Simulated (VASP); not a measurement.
V, 1 atom in the cell. It takes space group I4/mmm (No. 139, tetragonal). The conventional cell has a = 3.026 Å, b = 3.026 Å, c = 2.784 Å, α = 90.00°, β = 90.00°, γ = 90.00°. Within 3.4 Å of V (site symmetry 4/mmm) lie 14 V at 2.55 to 3.03 Å.  This cell differs from its parent crystal: strain +0.000 along x and y, -0.080 along z.

* Program: VASP 6.6.1
* Task: single point
* Functional: PBEsol
* Potentials or basis: VASP PAW PBE potentials, release 64 (V_sv)
* Cutoff: 520 eV
* k mesh: 22 × 22 × 22
* Occupations: gaussian, width 0.15 eV
* Spin: no spin polarisation
* Dipole correction: no
* Further INCAR settings: ALGO = Fast; EDIFF = 1e-06; NBANDS = 12

Potentials or basis: VASP PAW PBE potentials, release 64 (V_sv).

Run with:

```bash
$ cat potpaw_PBE.64/V_sv/POTCAR > POTCAR
$ mpirun -np 1 vasp_std > vasp.out
```

Hardware: 1 thread of Intel(R) Xeon(R) 6975P-C (Granite Rapids) (shared host).

Task: How long does it take, and how much memory?

Result: Run time: 59 s on 1 thread of Intel(R) Xeon(R) 6975P-C (Granite Rapids) (shared host), peak memory 0.22 GiB. Counts: scf iterations 12, k points 834.
